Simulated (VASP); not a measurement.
# TiC (I4/mmm) in VASP: single point with PBEsol

Aim: the single point of TiC with PBEsol.

All numbers are computed with VASP 6.6.1; they aren't measurements. Logs are shortened: lines on timing, memory, paths and dates and some standing lists are left out, and cuts for length are marked.

## 1. The cell of the first run

The structure is tetragonal, space group I4/mmm (No. 139). The conventional cell has a = 2.969 Å, b = 2.969 Å, c = 4.393 Å, α = 90.00°, β = 90.00°, γ = 90.00°. Ti (site symmetry 4/mmm) has 6 C at 2.10 to 2.20 Å within 2.8 Å. Within 2.8 Å of C (site symmetry 4/mmm) lie 6 Ti at 2.10 to 2.20 Å.

## 2. Single point, PBEsol (strain -0.030 along x and y, +0.015 along z)

File INCAR:

```
SYSTEM = TiC
PREC     = Accurate       ! precision mode
ENCUT    = 520            ! plane-wave cutoff, eV
EDIFF    = 1E-6           ! SCF threshold, eV
ISMEAR   = 0              ! smearing method
SIGMA    = 0.15           ! smearing width, eV
LREAL    = .FALSE.        ! projectors in reciprocal space
LASPH    = .TRUE.         ! aspherical terms in the spheres
NELM     = 100            ! most SCF steps
ALGO     = Normal         ! electronic algorithm
ISIF     = 2              ! what is computed and relaxed
LWAVE    = .FALSE.        ! write WAVECAR
LCHARG   = .FALSE.        ! write CHGCAR
GGA      = PS             ! functional
NBANDS   = 15             ! bands
```

File KPOINTS:

```
regular mesh
0
G
  18 18 18
  0 0 0
```

File POSCAR:

```
TiC
1.0
    0.0000000000      2.0990800000      2.1964600000
    2.0990800000      0.0000000000      2.1964600000
    2.0990800000      2.0990800000      0.0000000000
Ti C
1 1
Direct
    0.0000000000      0.0000000000      0.0000000000
    0.5000000000      0.5000000000      0.5000000000
```

Potentials or basis: VASP PAW PBE potentials, release 64 (Ti_sv, C).

On the command line:

```console
$ cat potpaw_PBE.64/Ti_sv/POTCAR potpaw_PBE.64/C/POTCAR > POTCAR
$ mpirun -np 1 vasp_std > vasp.out
```

OUTCAR:

```text
SYSTEM = TiC
   PREC = Accurate
   ENCUT = 520
   EDIFF = 1E-6
   ISMEAR = 0
   LREAL = .FALSE.
   LASPH = .TRUE.
   NELM = 100
   ISIF = 2
   GGA = PS

 ion  position               nearest neighbor table
   1  0.000  0.000  0.000-   2 2.10   2 2.10   2 2.10   2 2.10   2 2.20   2 2.20
   2  0.500  0.500  0.500-   1 2.10   1 2.10   1 2.10   1 2.10   1 2.20   1 2.20

  LATTYP: Found a body centered tetragonal cell.
 ALAT       =     2.9685474045
 C/A-ratio  =     1.4798214081

  Lattice vectors:

 A1 = (  -2.0990800000,   0.0000000000,   2.1964600000)
 A2 = (   2.0990800000,   0.0000000000,   2.1964600000)
 A3 = (   0.0000000000,   2.0990800000,  -2.1964600000)

Analysis of symmetry for initial positions (statically):
=====================================================================
 Subroutine PRICEL returns:
 Original cell was already a primitive cell.

 Routine SETGRP: Setting up the symmetry group for a
 body centered tetragonal supercell.

 Subroutine GETGRP returns: Found 16 space group operations
 (whereof 16 operations were pure point group operations)
 out of a pool of 16 trial point group operations.

The static configuration has the point symmetry D_4h.

Analysis of symmetry for dynamics (positions and initial velocities):
=====================================================================
 Subroutine PRICEL returns:
 Original cell was already a primitive cell.

 Routine SETGRP: Setting up the symmetry group for a
 body centered tetragonal supercell.

 Subroutine GETGRP returns: Found 16 space group operations
 (whereof 16 operations were pure point group operations)
 out of a pool of 16 trial point group operations.

The dynamic configuration has the point symmetry D_4h.

 Subroutine INISYM returns: Found 16 space group operations
 (whereof 16 operations are pure point group operations),
 and found     1 'primitive' translations

----------------------------------------------------------------------------------------

                                     Primitive cell

  volume of cell :      19.3558

  direct lattice vectors                    reciprocal lattice vectors
     0.000000000  2.099080000  2.196460000    -0.238199592  0.238199592  0.227639019
     2.099080000  0.000000000  2.196460000     0.238199592 -0.238199592  0.227639019
     2.099080000  2.099080000  0.000000000     0.238199592  0.238199592 -0.227639019

  length of vectors
     3.038185870  3.038185870  2.968547405     0.406568093  0.406568093  0.406568093

  position of ions in fractional coordinates (direct lattice)
     0.000000000  0.000000000  0.000000000
     0.500000000  0.500000000  0.500000000

  ion indices of the primitive-cell ions
   primitive index   ion index
                 1           1
                 2           2

----------------------------------------------------------------------------------------

 KPOINTS: regular mesh

Automatic generation of k-mesh.
 Grid dimensions read from file:
 generate k-points for:   18   18   18

 Generating k-lattice:

  Cartesian coordinates                     Fractional coordinates (reciprocal lattice)
    -0.013233311  0.013233311  0.012646612     0.055555556  0.000000000  0.000000000
     0.013233311 -0.013233311  0.012646612     0.000000000  0.055555556  0.000000000
     0.013233311  0.013233311 -0.012646612     0.000000000  0.000000000  0.055555556

  Length of vectors
     0.022587116  0.022587116  0.022587116

  Shift w.r.t. Gamma in fractional coordinates (k-lattice)
     0.000000000  0.000000000  0.000000000

 Subroutine IBZKPT returns following result:
 ===========================================

 Found    480 irreducible k-points:

 Following reciprocal coordinates:
            Coordinates               Weight
  0.000000  0.000000  0.000000      1.000000
  0.055556 -0.000000  0.000000      8.000000
  0.111111 -0.000000  0.000000      8.000000
  0.166667 -0.000000  0.000000      8.000000
  0.222222 -0.000000  0.000000      8.000000
  0.277778 -0.000000  0.000000      8.000000
[... 16 lines left out ...]
 -0.277778  0.055556  0.000000      8.000000
 -0.222222  0.055556  0.000000      8.000000
 [... further k-points ...]
   k-points           NKPTS =    480   k-points in BZ     NKDIM =    480   number of bands    NBANDS=     15
   number of dos      NEDOS =    301   number of ions     NIONS =      2
   total plane-waves  NPLWV =  13824
   dimension x,y,z NGX =    24 NGY =   24 NGZ =   24
   dimension x,y,z NGXF=    48 NGYF=   48 NGZF=   48
   ions per type =               1   1
   NGX,Y,Z   is equivalent  to a cutoff of  13.13, 13.13, 13.44 a.u.
   NGXF,Y,Z  is equivalent  to a cutoff of  26.27, 26.27, 26.88 a.u.
 SYSTEM =  TiC
   PREC   = accura    normal or accurate (medium, high low for compatibility)
   ISTART =      0    job   : 0-new  1-cont  2-samecut
   ICHARG =      2    charge: 1-file 2-atom 10-const
   ISPIN  =      1    spin polarized calculation?
   LNONCOLLINEAR =      F non collinear calculations
   LSORBIT =      F    spin-orbit coupling
   LASPH  =      T    aspherical Exc in radial PAW
   ENCUT  =  520.0 eV  38.22 Ry    6.18 a.u.   5.65  5.65  5.52*2*pi/ulx,y,z
   NELM   =    100;   NELMIN=  2; NELMDL= -5     # of ELM steps
   EDIFF  = 0.1E-05   stopping-criterion for ELM
   LREAL  =      F    real-space projection
   EDIFFG = 0.1E-04   stopping-criterion for IOM
   NSW    =      0    number of steps for IOM
[... 5 lines left out ...]
   TEBEG  =    0.0;   TEEND  =   0.0 temperature during run
   PSTRESS=    0.0 pullay stress
   NELECT =      16.0000    total number of electrons
   NUPDOWN=      -1.0000    fix difference up-down
   EMIN   =  10.00;   EMAX   =-10.00  energy-range for DOS
   EFERMI =   0.00;   METHOD = LEGACY
   ISMEAR =     0;   SIGMA  =   0.15  broadening in eV -4-tet -1-fermi 0-gaus
   EFERMI_NEDOS =   21; number of points for ismear=-14 and -15
   IALGO  =     38    algorithm
   IMIX   =      4    mixing-type and parameters
     AMIX     =   0.40;   BMIX     =  1.00
     AMIX_MAG =   1.60;   BMIX_MAG =  1.00
  volume/ion in A,a.u.               =       9.68        65.31
  Fermi-wavevector in a.u.,A,eV,Ry     =   1.536424  2.903420 32.117893  2.360599
  Thomas-Fermi vector in A             =   2.643075
   LORBIT       =      0    0 simple, 1 ext, 2 COOP (PROOUT), +10 PAW based schemes
   GGA     = PS    functional components
   LHFCALC =     F    Hartree Fock is set to
   AEXX    =    0.0000 exact exchange contribution
   IVDW    =     0    specifies the selected vdW correction
   LEPSILON=     F    determine dielectric tensor
   LRPA    =     F    only Hartree local field effects (RPA)
 non-spin polarized calculation
 Gauss-broadening in eV      SIGMA  =   0.15
  energy-cutoff  :      520.00
  volume of cell :       19.36
 maximum number of plane-waves:       540
   NGX = 11   NGY = 11   NGZ = 11

 number of electron      16.0000001 magnetization

 Free energy of the ion-electron system (eV)
  ---------------------------------------------------
  ext. energy  EPLUGINS =         0.00000000
  ---------------------------------------------------
  free energy    TOTEN  =       -19.75702717 eV

  energy without entropy =      -19.75365341  energy(sigma->0) =      -19.75534029

 E-fermi :   9.8842     XC(G=0): -13.1089

 val. band max:        9.8765464286   @ k =   0.1111   0.0000   0.0556
 cond. band min:       9.8865476483   @ k =   0.1667   0.0000   0.1667
 fundamental gap:      0.0100012198
 Fermi energy:         9.8841532290

 k-point     1 :       0.0000    0.0000    0.0000
  band No.  band energies     occupation
      1     -46.3010      2.00000
      2     -22.4414      2.00000
      3     -22.3803      2.00000
      4     -22.3803      2.00000
      5      -2.7123      2.00000
      6      10.3231      0.00004
      7      10.6908      0.00000
      8      10.6908      0.00000
      9      11.4822      0.00000
     10      11.5146      0.00000
     11      11.7155      0.00000
     12      11.7155      0.00000
     13      11.8920      0.00000
     14      21.1380      0.00000
     15      24.0233      0.00000

 k-point     2 :       0.0556   -0.0000    0.0000
  band No.  band energies     occupation
      1     -46.2982      2.00000
      2     -22.4495      2.00000
      3     -22.3939      2.00000
      4     -22.3814      2.00000
      5      -2.6370      2.00000
      6      10.1128      0.03114
      7      10.3340      0.00002
      8      10.5658      0.00000
      9      10.9157      0.00000
     10      11.0591      0.00000
     11      11.8671      0.00000
     12      12.4469      0.00000
     13      12.7824      0.00000
     14      21.2609      0.00000
     15      24.0761      0.00000

 k-point     3 :       0.1111   -0.0000    0.0000
  band No.  band energies     occupation
      1     -46.2901      2.00000
      2     -22.4859      2.00000
      3     -22.4193      2.00000
      4     -22.3846      2.00000
      5      -2.4151      2.00000
      6       9.4022      1.99999
      7       9.6309      1.98303
      8       9.8729      1.08478
      9      10.9235      0.00000
     10      11.0464      0.00000
     11      12.1862      0.00000
     12      13.4180      0.00000
     13      13.8073      0.00000
     14      21.5710      0.00000
     15      24.1703      0.00000
[... 343 lines left out ...]
 k-point    23 :      -0.2778    0.0556    0.0000
  band No.  band energies     occupation
      1     -46.2384      2.00000
      2     -22.8017      2.00000
      3     -22.4950      2.00000
      4     -22.3955      2.00000
      5      -0.7304      2.00000
      6       6.1726      2.00000
      7       7.5638      2.00000
      8       7.6218      2.00000
      9      11.8987      0.00000
     10      12.2571      0.00000
     11      13.3369      0.00000
     12      15.9551      0.00000
     13      17.6383      0.00000
     14      20.9676      0.00000
     15      25.0598      0.00000

 k-point    24 :      -0.2222    0.0556    0.0000
  band No.  band energies     occupation
      1     -46.2543      2.00000
      2     -22.6993      2.00000
      3     -22.4824      2.00000
      4     -22.3887      2.00000
      5      -1.3175      2.00000
      6       7.1135      2.00000
      7       8.0376      2.00000
      8       8.1217      2.00000
      9      11.5323      0.00000
     10      11.8841      0.00000
     11      13.0211      0.00000
     12      15.1055      0.00000
     13      16.7747      0.00000
     14      21.7428      0.00000
     15      24.4786      0.00000

 [... further k-points ...]

------------------------ aborting loop because EDIFF is reached ----------------------------------------

  FORCE on cell =-STRESS in cart. coord.  units (eV):
  Direction    XX          YY          ZZ          XY          YZ          ZX
  --------------------------------------------------------------------------------------
  -------------------------------------------------------------------------------------
  Total        1.7018104      1.7018104     -0.7531994      0.0000000      0.0000000      0.0000000
  in kB      140.8673950    140.8673950    -62.3460957      0.0000000      0.0000000      0.0000000
  external PRESSURE =      73.1295648 kB  Pullay stress =       0.0000000 kB

 VOLUME and BASIS-vectors are now :
 -----------------------------------------------------------------------------
  energy-cutoff  :      520.00
  volume of cell :       19.36
      direct lattice vectors                 reciprocal lattice vectors
     0.000000000  2.099080000  2.196460000    -0.238199592  0.238199592  0.227639019
     2.099080000  0.000000000  2.196460000     0.238199592 -0.238199592  0.227639019
     2.099080000  2.099080000  0.000000000     0.238199592  0.238199592 -0.227639019

 POSITION                                       TOTAL-FORCE (eV/Angst)
 -----------------------------------------------------------------------------------
      0.00000      0.00000      0.00000        -0.000000      0.000000      0.000000
      2.09908      2.09908      2.19646         0.000000     -0.000000     -0.000000
 -----------------------------------------------------------------------------------
    total drift:                                0.000000     -0.000000     -0.000000

  FREE ENERGIE OF THE ION-ELECTRON SYSTEM (eV)
  ---------------------------------------------------
  free  energy   TOTEN  =       -19.7570271725 eV

  energy  without entropy=      -19.7536534085  energy(sigma->0) =      -19.75534029
```

Run time: 3.4 min. Hardware: 1 thread of Intel Xeon 8259CL, shared host; peak memory 0.26 GiB.

What came out:

```
Free energy            : -19.7570 eV
Pressure               : 7.3 GPa
Band gap on the k mesh : zero (bands 8 and 9 overlap by 1.36 eV)
```

Caveat: the cell differs from its parent crystal (strain -0.030 along x and y, +0.015 along z); the stress differs along the axes, from -6 to 14 GPa; the PAW data sets were made with another functional, which shifts forces and pressure a little.
